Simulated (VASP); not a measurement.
# Te2Mo (P1) in VASP: single point with r2SCAN+U

Aim: the single point of Te2Mo with r2SCAN+U.

Everything below comes from runs of VASP 6.6.1. Logs are shortened: lines on timing, memory, paths and dates and some standing lists are left out, and cuts for length are marked.

## (1) The cell of the first run

The typed cell holds 12 atoms: a = 6.193 Å, b = 3.532 Å, c = 14.432 Å, α = 80.52°, β = 78.76°, γ = 88.80°.

## (2) Single point, r2SCAN+U

File POSCAR:

```
Te2Mo
1.0
    5.3303290000      3.1526860000     -0.0711840000
   -1.7330190000      3.0768950000      0.0690490000
    1.5201660000      3.2706780000     13.9741860000
Mo Te
4 8
Direct
    0.0585850000      0.3767850000      0.2534280000
    0.4950120000      0.8614780000      0.2587640000
    0.4372490000      0.0943440000      0.7662650000
    0.9671140000      0.5563180000      0.7435250000
    0.3664000000      0.6792500000      0.6217980000
    0.8451590000      0.1722800000      0.6089540000
    0.2786100000      0.9391260000      0.1098610000
    0.7623990000      0.4279930000      0.1213330000
    0.2474660000      0.5686570000      0.8912570000
    0.7123800000      0.0047660000      0.8839620000
    0.1489830000      0.8219790000      0.3723060000
    0.6633640000      0.3137890000      0.3631300000
```

File INCAR.step1:

```
PREC = Accurate ; ENCUT = 520
ISMEAR = 0 ; SIGMA = 0.0351
LREAL = F ; LASPH = T
NELM = 150 ; LMAXMIX = 4
LDAU = T ; LDAUTYPE = 2
LDAUL = 2 -1 ; LDAUU = 3.67 0
LDAUJ = 0 0 ; NBANDS = 64
GGA = PE ; ALGO = Normal
EDIFF = 1E-4 ; LWAVE = T
LCHARG = F
```

File INCAR.step2:

```
PREC = Accurate ; ENCUT = 520
EDIFF = 1E-6 ; ISMEAR = 0
SIGMA = 0.0351 ; LREAL = F
LASPH = T ; NELM = 150
ALGO = Normal ; ISIF = 2
LWAVE = F ; LCHARG = T
LMAXMIX = 4 ; LDAU = T
LDAUTYPE = 2 ; LDAUL = 2 -1
LDAUU = 3.67 0 ; LDAUJ = 0 0
LDAUPRINT = 1 ; METAGGA = R2SCAN
LMIXTAU = T ; LELF = T
LVHAR = T ; NBANDS = 64
ISTART = 1
```

File KPOINTS:

```
Automatic mesh
0
Gamma
  3 5 2
```

Potentials or basis: VASP PAW PBE potentials, release 64 (Mo_sv, Te).

Started as:

```
$ cat potpaw_PBE.64/Mo_sv/POTCAR potpaw_PBE.64/Te/POTCAR > POTCAR
$ cp INCAR.step1 INCAR
$ mpirun -np 1 vasp_std > vasp.out
$ cp INCAR.step2 INCAR
$ mpirun -np 1 vasp_std > vasp.out
```

OUTCAR:

```text
PREC = Accurate
   ENCUT = 520
   EDIFF = 1E-6
   ISMEAR = 0
   LREAL = F
   LASPH = T
   NELM = 150
   ISIF = 2
   METAGGA = R2SCAN
   ISTART = 1

 ion  position               nearest neighbor table
   1  0.059  0.377  0.253-  11 2.51  12 2.64  11 2.65   7 2.78   8 2.88   7 2.90   2 3.23   2 3.25

   2  0.495  0.861  0.259-  11 2.42  12 2.58  12 2.72   7 2.72   8 2.87   8 2.94   1 3.23   1 3.25

   3  0.437  0.094  0.766-   9 2.50  10 2.61   9 2.74   5 2.78   5 2.84   6 3.03   4 3.35
   4  0.967  0.556  0.744-   5 2.74   6 2.77  10 2.82   6 2.86  10 2.97   9 3.01   3 3.35
   5  0.366  0.679  0.622-   4 2.74   3 2.78   3 2.84   6 3.42   6 3.43   6 3.66
   6  0.845  0.172  0.609-   4 2.77   4 2.86   3 3.03   5 3.42   5 3.43   5 3.66
   7  0.279  0.939  0.110-   2 2.72   1 2.78   1 2.90   8 3.48   8 3.53   9 3.58   8 3.59   9 3.65
                             8 3.67  11 3.67
   8  0.762  0.428  0.121-   2 2.87   1 2.88   2 2.94  12 3.38   7 3.48   7 3.53   7 3.59   7 3.67

   9  0.247  0.569  0.891-   3 2.50   3 2.74   4 3.01  10 3.27  10 3.46   7 3.58  10 3.64   7 3.65

  10  0.712  0.005  0.884-   3 2.61   4 2.82   4 2.97   9 3.27   9 3.46   9 3.64
  11  0.149  0.822  0.372-   2 2.42   1 2.51   1 2.65  12 3.46  12 3.57  12 3.61  12 3.63   7 3.67

  12  0.663  0.314  0.363-   2 2.58   1 2.64   2 2.72   8 3.38  11 3.46  11 3.57  11 3.61  11 3.63

  LATTYP: Found a triclinic cell.
 ALAT       =     3.5320540001
 B/A-ratio  =     2.0366706568
 C/A-ratio  =     4.2431564255
 COS(alpha) =     0.0004934385
 COS(beta)  =     0.3127764398
 COS(gamma) =     0.5090232950

  Lattice vectors:

 A1 = (  -1.7330190000,   3.0768950000,   0.0690490000)
 A2 = (   3.5973100000,   6.2295810000,  -0.0021350000)
 A3 = (  -4.9862040000,   2.8831120000, -13.8360880000)

Analysis of symmetry for initial positions (statically):
=====================================================================
 Subroutine PRICEL returns:
 Original cell was already a primitive cell.

 Routine SETGRP: Setting up the symmetry group for a
 triclinic supercell.

 Subroutine GETGRP returns: Found  1 space group operations
 (whereof  1 operations were pure point group operations)
 out of a pool of  2 trial point group operations.

The static configuration has the point symmetry C_1 .

Analysis of symmetry for dynamics (positions and initial velocities):
=====================================================================
 Subroutine PRICEL returns:
 Original cell was already a primitive cell.

 Routine SETGRP: Setting up the symmetry group for a
 triclinic supercell.

 Subroutine GETGRP returns: Found  1 space group operations
 (whereof  1 operations were pure point group operations)
 out of a pool of  2 trial point group operations.

The dynamic configuration has the point symmetry C_1 .

 Subroutine INISYM returns: Found  1 space group operations
 (whereof  1 operations are pure point group operations),
 and found     1 'primitive' translations

----------------------------------------------------------------------------------------

                                     Primitive cell

  volume of cell :     305.4025

  direct lattice vectors                    reciprocal lattice vectors
     5.330329000  3.152686000 -0.071184000     0.140048818  0.079640776 -0.033875088
    -1.733019000  3.076895000  0.069049000    -0.145018569  0.244252122 -0.041391874
     1.520166000  3.270678000 13.974186000     0.001429967 -0.000801207  0.071592485

  length of vectors
     6.193295038  3.532054000 14.432120898     0.164632458  0.287058829  0.071611247

  position of ions in fractional coordinates (direct lattice)
     0.058585000  0.376785000  0.253428000
     0.495012000  0.861478000  0.258764000
     0.437249000  0.094344000  0.766265000
     0.967114000  0.556318000  0.743525000
     0.366400000  0.679250000  0.621798000
     0.845159000  0.172280000  0.608954000
     0.278610000  0.939126000  0.109861000
[... 35 lines left out ...]

  Length of vectors
     0.054877486  0.057411766  0.035805623

  Shift w.r.t. Gamma in fractional coordinates (k-lattice)
     0.000000000  0.000000000  0.000000000

 Subroutine IBZKPT returns following result:
 ===========================================

 Found     16 irreducible k-points:

 Following reciprocal coordinates:
            Coordinates               Weight
  0.000000  0.000000  0.000000      1.000000
  0.333333  0.000000  0.000000      2.000000
 -0.000000  0.200000 -0.000000      2.000000
  0.333333  0.200000  0.000000      2.000000
 -0.333333  0.200000 -0.000000      2.000000
  0.000000  0.400000  0.000000      2.000000
[... 8 lines left out ...]
  0.333333  0.400000  0.500000      2.000000
 -0.333333  0.400000  0.500000      2.000000
   k-points           NKPTS =     16   k-points in BZ     NKDIM =     16   number of bands    NBANDS=     64
   number of dos      NEDOS =    301   number of ions     NIONS =     12
   total plane-waves  NPLWV = 145152
   dimension x,y,z NGX =    48 NGY =   28 NGZ =  108
   dimension x,y,z NGXF=    96 NGYF=   56 NGZF=  216
   ions per type =               4   8
   NGX,Y,Z   is equivalent  to a cutoff of  12.88, 13.18, 12.44 a.u.
   NGXF,Y,Z  is equivalent  to a cutoff of  25.77, 26.36, 24.88 a.u.
 SYSTEM =  unknown system
   PREC   = accura    normal or accurate (medium, high low for compatibility)
   ISTART =      1    job   : 0-new  1-cont  2-samecut
   ICHARG =      0    charge: 1-file 2-atom 10-const
   ISPIN  =      1    spin polarized calculation?
   LNONCOLLINEAR =      F non collinear calculations
   LSORBIT =      F    spin-orbit coupling
   LASPH  =      T    aspherical Exc in radial PAW
   ENCUT  =  520.0 eV  38.22 Ry    6.18 a.u.  11.52  6.57 26.83*2*pi/ulx,y,z
   NELM   =    150;   NELMIN=  2; NELMDL=  0     # of ELM steps
   EDIFF  = 0.1E-05   stopping-criterion for ELM
   LREAL  =      F    real-space projection
   EDIFFG = 0.1E-04   stopping-criterion for IOM
   NSW    =      0    number of steps for IOM
   IBRION =     -1    ionic relax: 0-MD 1-quasi-New 2-CG
   NFREE  =      0    steps in history (QN), initial steepest desc. (CG)
   ISIF   =      2    stress and relaxation
   ISYM   =      2    0-nonsym 1-usesym 2-fastsym
   POTIM  = 0.5000    time-step for ionic-motion
   TEBEG  =    0.0;   TEEND  =   0.0 temperature during run
   PSTRESS=    0.0 pullay stress
   NELECT =     104.0000    total number of electrons
   NUPDOWN=      -1.0000    fix difference up-down
   EMIN   =  10.00;   EMAX   =-10.00  energy-range for DOS
   EFERMI =   0.00;   METHOD = LEGACY
   ISMEAR =     0;   SIGMA  =   0.04  broadening in eV -4-tet -1-fermi 0-gaus
   EFERMI_NEDOS =   21; number of points for ismear=-14 and -15
   IALGO  =     38    algorithm
   IMIX   =      4    mixing-type and parameters
     AMIX     =   0.40;   BMIX     =  1.00
     AMIX_MAG =   1.60;   BMIX_MAG =  1.00
  volume/ion in A,a.u.               =      25.45       171.75
  Fermi-wavevector in a.u.,A,eV,Ry     =   1.143216  2.160365 17.782045  1.306943
  Thomas-Fermi vector in A             =   2.279912
   LORBIT       =      0    0 simple, 1 ext, 2 COOP (PROOUT), +10 PAW based schemes
 LDA+U is selected, type is set to LDAUTYPE =  2
   angular momentum for each species LDAUL =     2   -1
   U (eV)           for each species LDAUU =   3.7  0.0
   J (eV)           for each species LDAUJ =   0.0  0.0
   METAGGA = R2SCAN    functional components
   LHFCALC =     F    Hartree Fock is set to
   AEXX    =    0.0000 exact exchange contribution
   IVDW    =     0    specifies the selected vdW correction
   LEPSILON=     F    determine dielectric tensor
   LRPA    =     F    only Hartree local field effects (RPA)
 non-spin polarized calculation
 Gauss-broadening in eV      SIGMA  =   0.04
  energy-cutoff  :      520.00
  volume of cell :      305.40
 maximum number of plane-waves:      8261
 NGX is ok and might be reduce to    48
   NGX = 23   NGY = 13   NGZ = 53

atom =   1  type =  1  l = 2

 onsite density matrix

spin component  1
[... 116 lines left out ...]
  o =  0.3221  v = -0.7153 -0.0474  0.3432 -0.5644  0.2229  0.0000  0.0000  0.0000  0.0000  0.0000      0.0000  0.0000  0.0000  0.0000  0.0000  0.0000  0.0000  0.0000  0.0000  0.0000
  o =  0.3221  v =  0.0000  0.0000  0.0000  0.0000  0.0000 -0.7153 -0.0474  0.3432 -0.5644  0.2229      0.0000  0.0000  0.0000  0.0000  0.0000  0.0000  0.0000  0.0000  0.0000  0.0000
  o =  0.3621  v = -0.4599 -0.4841  0.2001  0.5773 -0.4252  0.0000  0.0000  0.0000  0.0000  0.0000      0.0000  0.0000  0.0000  0.0000  0.0000  0.0000  0.0000  0.0000  0.0000  0.0000
  o =  0.3621  v =  0.0000  0.0000  0.0000  0.0000  0.0000 -0.4599 -0.4841  0.2001  0.5773 -0.4252      0.0000  0.0000  0.0000  0.0000  0.0000  0.0000  0.0000  0.0000  0.0000  0.0000
  o =  0.3775  v = -0.1964  0.7805  0.3692  0.4514  0.1104  0.0000  0.0000  0.0000  0.0000  0.0000      0.0000  0.0000  0.0000  0.0000  0.0000  0.0000  0.0000  0.0000  0.0000  0.0000
  o =  0.3775  v =  0.0000  0.0000  0.0000  0.0000  0.0000 -0.1964  0.7805  0.3692  0.4514  0.1104      0.0000  0.0000  0.0000  0.0000  0.0000  0.0000  0.0000  0.0000  0.0000  0.0000
  o =  0.4033  v = -0.3871  0.3693 -0.6610 -0.1425 -0.5064  0.0000  0.0000  0.0000  0.0000  0.0000      0.0000  0.0000  0.0000  0.0000  0.0000  0.0000  0.0000  0.0000  0.0000  0.0000
  o =  0.4033  v =  0.0000  0.0000  0.0000  0.0000  0.0000 -0.3871  0.3693 -0.6610 -0.1425 -0.5064      0.0000  0.0000  0.0000  0.0000  0.0000  0.0000  0.0000  0.0000  0.0000  0.0000
  o =  0.4093  v =  0.0000  0.0000  0.0000  0.0000  0.0000 -0.2973 -0.1334 -0.5185  0.3523  0.7077      0.0000  0.0000  0.0000  0.0000  0.0000  0.0000  0.0000  0.0000  0.0000  0.0000
  o =  0.4093  v = -0.2973 -0.1334 -0.5185  0.3523  0.7077  0.0000  0.0000  0.0000  0.0000  0.0000      0.0000  0.0000  0.0000  0.0000  0.0000  0.0000  0.0000  0.0000  0.0000  0.0000

 number of electron     104.0000003 magnetization

 Free energy of the ion-electron system (eV)
  ---------------------------------------------------
  ext. energy  EPLUGINS =         0.00000000
  ---------------------------------------------------
  free energy    TOTEN  =      -290.81967224 eV

  energy without entropy =     -290.81967153  energy(sigma->0) =     -290.81967188

 E-fermi :   8.2485     XC(G=0): -10.9428

 val. band max:        8.1511921276   @ k =   0.0000   0.0000   0.5000
 cond. band min:       8.3491537231   @ k =   0.0000   0.4000   0.0000
 fundamental gap:      0.1979615954
 Fermi energy:         8.2485065502

 k-point     1 :       0.0000    0.0000    0.0000
  band No.  band energies     occupation
      1     -55.4349      2.00000
      2     -55.3866      2.00000
      3     -55.1941      2.00000
      4     -55.1717      2.00000
      5     -29.0187      2.00000
      6     -28.8494      2.00000
[... 1061 lines left out ...]
     63      10.5891      0.00000
     64      10.9545      0.00000

------------------------ aborting loop because EDIFF is reached ----------------------------------------

  FORCE on cell =-STRESS in cart. coord.  units (eV):
  Direction    XX          YY          ZZ          XY          YZ          ZX
  --------------------------------------------------------------------------------------
  -------------------------------------------------------------------------------------
  Total        9.7473769      4.5358112      6.6713243     -0.0498524     -7.8302275      3.4192610
  in kB       51.1358742     23.7953937     34.9985439     -0.2615314    -41.0782851     17.9378412
  external PRESSURE =      36.6432706 kB  Pullay stress =       0.0000000 kB

 VOLUME and BASIS-vectors are now :
 -----------------------------------------------------------------------------
  energy-cutoff  :      520.00
  volume of cell :      305.40
      direct lattice vectors                 reciprocal lattice vectors
     5.330329000  3.152686000 -0.071184000     0.140048818  0.079640776 -0.033875088
    -1.733019000  3.076895000  0.069049000    -0.145018569  0.244252122 -0.041391874
     1.520166000  3.270678000 13.974186000     0.001429967 -0.000801207  0.071592485

 POSITION                                       TOTAL-FORCE (eV/Angst)
 -----------------------------------------------------------------------------------
      0.04455      2.17291      3.56330        -0.343238      0.456291     -4.205559
      1.53898      5.05763      3.64026         2.178306      1.900517     -5.125980
      3.33203      4.17500     10.68332         0.124227      1.568493     -3.826048
      5.32121      7.19257     10.35973        -1.031311      0.713175      0.878559
      1.72112      5.27883      8.70994        -0.513410     -0.209484      0.790397
      5.13212      5.18630      8.46137         0.518958     -0.040185      1.892679
      0.02457      4.12728      1.58023        -0.668944      0.000492      1.097915
      3.50656      4.11734      1.67081        -0.174995      0.110626      1.102920
      1.68844      5.44490     12.47624        -1.031717     -2.732236      0.584153
      5.13273      5.15173     12.30227         1.787805      0.818822     -0.681758
     -0.06441      4.21653      5.24882        -0.829166     -1.677010      4.849049
      3.54416      4.24456      5.04889        -0.016515     -0.909500      2.643673
 -----------------------------------------------------------------------------------
    total drift:                               -0.000176     -0.000521     -0.000142

  FREE ENERGIE OF THE ION-ELECTRON SYSTEM (eV)
  ---------------------------------------------------
  free  energy   TOTEN  =      -290.8196722356 eV

  energy  without entropy=     -290.8196715326  energy(sigma->0) =     -290.81967188
```

Wall time 62 min (1 thread of Oxide Virtual Turin-like, shared host); peak memory 0.5 GiB.

What came out:

- Free energy: -290.8197 eV
- Pressure: 3.7 GPa
- Largest force: 5.885 eV/Å
- Band gap on the k mesh: 0.20 eV (least direct gap 0.31 eV)

Forces on the atoms (eV/Å):
```
Mo  -0.343  0.456 -4.206
Mo   2.178  1.901 -5.126
Mo   0.124  1.568 -3.826
Mo  -1.031  0.713  0.879
Te  -0.513 -0.209  0.790
Te   0.519 -0.040  1.893
Te  -0.669  0.000  1.098
Te  -0.175  0.111  1.103
Te  -1.032 -2.732  0.584
Te   1.788  0.819 -0.682
Te  -0.829 -1.677  4.849
Te  -0.017 -0.909  2.644
```

Stress tensor (GPa, compression positive):
```
 5.11 -0.03  1.79
-0.03  2.38 -4.11
 1.79 -4.11  3.50
```

Eigenvalues of the final occupation matrices:
```tsv
site	spin	trace	eigenvalues
site 1 d	1	1.99	0.36 0.37 0.39 0.42 0.45
site 1 d	2	1.99	0.36 0.37 0.39 0.42 0.45
site 2 d	1	1.99	0.27 0.40 0.40 0.44 0.48
site 2 d	2	1.99	0.27 0.40 0.40 0.44 0.48
site 3 d	1	1.97	0.33 0.38 0.38 0.41 0.48
site 3 d	2	1.97	0.33 0.38 0.38 0.41 0.48
site 4 d	1	1.87	0.32 0.36 0.38 0.40 0.41
site 4 d	2	1.87	0.32 0.36 0.38 0.40 0.41
```

Caveat: the cell stands under pressure; the PAW data sets were made with another functional, which shifts forces and pressure a little; spin-orbit coupling is left out, which moves the levels of the heavy elements; an odd mesh through Γ misses points on the zone boundary, where band edges can lie; the U is typed as a test and isn't derived for this compound.
